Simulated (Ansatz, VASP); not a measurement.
## H in VASP and in Ansatz

The input POSCAR:

```
H
1.0
   10.0000000000      0.0000000000      0.0000000000
    0.0000000000     10.0000000000      0.0000000000
    0.0000000000      0.0000000000     10.0000000000
H
2
Direct
    0.5000000000      0.5000000000      0.4650000000
    0.5000000000      0.5000000000      0.5350000000
```

Contents of INCAR.step1:

```
SYSTEM = H
PREC = Accurate ; ENCUT = 400
EDIFF = 1E-5 ; ISMEAR = 0
SIGMA = 0.02 ; LREAL = .False.
LASPH = .True. ; NELM = 120
ALGO = Normal ; ISIF = 2
LWAVE = .True. ; NBANDS = 8
GGA = PE ; GGA_COMPAT = .False.
NELMDL = -8
```

File INCAR.step2:

```
SYSTEM = H
PREC = Accurate ; ENCUT = 400
EDIFF = 1E-6 ; ISMEAR = 0
SIGMA = 0.02 ; LREAL = .False.
LASPH = .True. ; NELM = 120
ALGO = Normal ; ISIF = 2
LWAVE = .False. ; LCHARG = .True.
GGA = PE ; LHFCALC = .True.
HFSCREEN = 0.2079 ; PRECFOCK = Normal
LELF = .True. ; LVHAR = .True.
NBANDS = 8 ; ISTART = 1
GGA_COMPAT = .False.
```

File KPOINTS:

```
Automatic mesh
0
Gamma
  1 1 1
  0 0 0
```

Input for Ansatz:

```yaml
crystal:
  lattice:
    - [10.0, 0.0, 0.0]
    - [0.0, 10.0, 0.0]
    - [0.0, 0.0, 10.0]
  atoms:
    - { symbol: H, position: [0.5, 0.5, 0.465] }
    - { symbol: H, position: [0.5, 0.5, 0.535] }
scf:
  occupations: { method: gaussian, width: 0.02 }
output:
  stress: false
  eigenvalues: true
kpoints:
  mp_grid: { grid: [1, 1, 1] }
hamiltonian:
  xc: hse06
```

Alike in both runs: task single point; functional HSE06; k mesh 1 × 1 × 1; occupations gaussian, width 0.02 eV; no spin polarisation.

|  | VASP | Ansatz |
| --- | --- | --- |
| version | VASP 6.6.1 | Ansatz 0.2.0 |
| potentials or method | VASP PAW PBE potentials, release 64 (H) | scalar-relativistic, plane waves, PAW |
| plane-wave cutoff (eV) | 400 | 420 |
| valence electrons in the cell | 2 | 2 |

```tsv
	VASP	Ansatz	Ansatz less VASP
gap on the k mesh at the Fermi level (eV)	11.57	11.67	+0.103
```

With one functional, cell and mesh, what is left measures potentials, basis and numerics.
